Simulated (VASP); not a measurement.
A run of VASP 6.6.1 is set up as follows.

Contents of INCAR:

```
SYSTEM = CdS
PREC     = Accurate       ! precision mode
ENCUT    = 520            ! plane-wave cutoff, eV
EDIFF    = 1E-8           ! SCF threshold, eV
ISMEAR   = -1             ! smearing method
SIGMA    = 0.03           ! smearing width, eV
LREAL    = .FALSE.        ! projectors in reciprocal space
LASPH    = .TRUE.         ! aspherical terms in the spheres
NELM     = 60             ! most SCF steps
ALGO     = Normal         ! electronic algorithm
ISIF     = 2              ! what is computed and relaxed
LWAVE    = .FALSE.        ! write WAVECAR
LCHARG   = .FALSE.        ! write CHGCAR
GGA      = PS             ! functional
IVDW     = 12             ! dispersion correction
LEFG     = .TRUE.       
NBANDS   = 16             ! bands
```

Contents of KPOINTS:

```
regular mesh
0
G
  7 7 7
  0 0 0
```

The input POSCAR:

```
CdS
1.0
    0.0000000000      2.9165000000      2.9165000000
    2.9165000000      0.0000000000      2.9165000000
    2.9165000000      2.9165000000      0.0000000000
Cd S
1 1
Direct
    0.0000000000      0.0000000000      0.0000000000
    0.2500000000      0.2500000000      0.2500000000
```

Potentials or basis: VASP PAW PBE potentials, release 64 (Cd, S).

The run is started by

```sh
$ cat potpaw_PBE.64/Cd/POTCAR potpaw_PBE.64/S/POTCAR > POTCAR
$ mpirun -np 1 vasp_std > vasp.out
```

**Question.** What does it give for the dispersion energy per atom?

**Answer.** -0.272 eV.

**Question.** Estimate the band gap on the k mesh.

**Answer.** 1.01 eV, direct.

**Question.** What does it give for the pressure?

**Answer.** -1.6 GPa.

Caveat: without QUAD_EFG the Cq values of the log hold for a quadrupole moment of 1 mb, not for the nuclei; the PAW data sets were made with another functional, which shifts forces and pressure a little. A hybrid or GW would open this gap; PBEsol tends to underestimate it.
